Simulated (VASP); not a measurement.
## SiO2 (rutile type): relaxation of shape and atoms at fixed volume with PBEsol

The system is SiO2 (rutile type).

```
Si O
1.0
     3.89406    0.00000    0.00000
     0.00000    3.89406    0.00000
     0.00000    0.00000    2.48638
Si O
2 4
Direct
  0.00000 0.00000 0.00000
  0.50000 0.50000 0.50000
  0.30607 0.30607 0.00000
  0.69393 0.69393 0.00000
  0.80607 0.19393 0.50000
  0.19393 0.80607 0.50000
```

```
Program                : VASP 6.6.1
Task                   : relaxation of shape and atoms at fixed volume
Functional             : PBEsol
Potentials or basis    : VASP PAW PBE potentials, release 64 (Si, O)
Cutoff                 : 600 eV
k mesh                 : 8 × 8 × 11
Occupations            : fermi-dirac, width 0.05 eV
Spin                   : no spin polarisation
Dipole correction      : no
Further INCAR settings : ALGO = Normal; EDIFF = 1e-06; IBRION = 2; EDIFFG = -0.005; NSW = 50; ISIF = 4
```

```yaml
Energy_gained_by_relaxing: 27.0 meV/atom
Ionic_steps: 8
Pressure_after_relaxing: 108.3 GPa
Band_gap_on_the_k_mesh: 6.77 eV
```

Step by step:
```tsv
step	energy change (eV)	largest force (eV/Å)	pressure (GPa)	volume (Å³)
1	0.0000	1.9863	113.34	37.70
2	0.4398	4.1915	109.36	37.70
3	-0.1576	0.0883	108.40	37.70
4	-0.1576	0.1313	108.32	37.70
5	-0.1617	0.0019	108.30	37.70
6	-0.1619	0.0251	108.31	37.70
7	-0.1619	0.0385	108.40	37.70
8	-0.1619	0.0015	108.34	37.70
```

Final structure:
```
Si O
1.0
     3.86295    0.00000    0.00000
     0.00000    3.86295    0.00000
     0.00000    0.00000    2.52659
Si O
2 4
Direct
  0.00000 0.00000 0.00000
  0.50000 0.50000 0.50000
  0.30073 0.30073 0.00000
  0.69927 0.69927 0.00000
  0.80073 0.19927 0.50000
  0.19927 0.80073 0.50000
```

Levels at points of the mesh, in eV from the valence-band top:
```csv
k point,band 12,band 13,band 14,band 15,band 16,band 17,band 18,band 19,band 20
"(0.00, 0.00, 0.00)",-3.94,-2.58,-1.05,-1.05,0.00,6.77,9.47,9.63,9.63
"(0.50, 0.00, 0.00)",-5.14,-3.20,-3.20,-1.26,-1.26,9.41,9.41,10.78,10.78
"(0.50, 0.50, 0.00)",-4.17,-3.56,-3.56,-3.07,-3.07,9.53,9.53,11.77,11.77
```

Wall time 87 s on 1 thread of Intel(R) Xeon(R) 6975P-C (Granite Rapids), with other jobs on the host, peak memory 0.19 GiB.

Caveat: the PAW data sets were made with another functional, which shifts forces and pressure a little. A k mesh can miss the band edges.
